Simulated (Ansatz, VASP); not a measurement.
## SnTe3 in VASP and in Ansatz

INCAR

```
PREC = Accurate
ENCUT = 600
EDIFF = 1E-6
ISMEAR = 0
SIGMA = 0.1
LREAL = False
LASPH = True
NELM = 60
ALGO = Fast
ISIF = 3
LWAVE = False
LCHARG = False
GGA = PE
IBRION = 2
NSW = 100
EDIFFG = -0.01
```

Contents of KPOINTS:

```
regular mesh
0
Gamma
  8 8 6
```

The input POSCAR:

```
SnTe3
1.0
    4.5097244197      0.0000000000      0.0000000000
    0.0000000000      4.5097244197      0.0000000000
    0.0000000000      0.0000000000      6.5286270342
Sn Te
1 3
Direct
    0.0000000000      0.0000000000      0.0000000000
    0.5000000000      0.5000000000      0.0000000000
    0.5000000000      0.5000000000      0.5000000000
    0.0000000000      0.0000000000      0.5000000000
```

Input for Ansatz:

```yaml
crystal:
  lattice:
    - [4.5097244197, 0.0, 0.0]
    - [0.0, 4.5097244197, 0.0]
    - [0.0, 0.0, 6.5286270342]
  atoms:
    - { symbol: Sn, position: [0.0, 0.0, 0.0] }
    - { symbol: Te, position: [0.5, 0.5, 0.0] }
    - { symbol: Te, position: [0.5, 0.5, 0.5] }
    - { symbol: Te, position: [0.0, 0.0, 0.5] }
basis:
  ecutwfc: 420
kpoints:
  mp_grid: { grid: [8, 8, 6] }
hamiltonian:
  xc: pbe
scf:
  occupations: { method: gaussian, width: 0.1 }
output:
  forces: true
  stress: true
  eigenvalues: true
  write_density: true
  write_potential: true
  elf: true
  volumetric_format: npy
relax:
  adjacent_minimum: "off"
  f_tol: 0.01
  max_steps: 80
  cell: { stress_tol: 0.05 }
```

Alike in both runs: task relaxation of cell and atoms; functional PBE; k mesh 8 × 8 × 6; occupations gaussian, width 0.1 eV; no spin polarisation.

|  | VASP | Ansatz |
| --- | --- | --- |
| version | VASP 6.6.1 | Ansatz 0.2.0 |
| potentials or method | VASP PAW PBE potentials, release 64 (Sn_d, Te), cutoff 600 eV | scalar-relativistic, plane waves, PAW |
| valence electrons in the cell | 32 | 62 |

Ansatz gave:

- gap on the k mesh at the Fermi level, each at its own relaxed structure (eV): none
- relaxed volume (Å³/atom): 32.90
- relaxed length of the cell vector where the two differ most in proportion (Å): 6.524

Q: What did VASP give for the same quantities?

A: gap on the k mesh at the Fermi level, each at its own relaxed structure (eV): none; relaxed volume (Å³/atom): 32.87; relaxed length of the cell vector where the two differ most in proportion (Å): 6.521.

A gap of «none» marks a metal or a gap that the smearing closes. VASP's potentials hold 32 valence electrons a cell and Ansatz's 62, so a difference there can come from the potentials and not from the codes.

Spin-orbit coupling is off throughout.
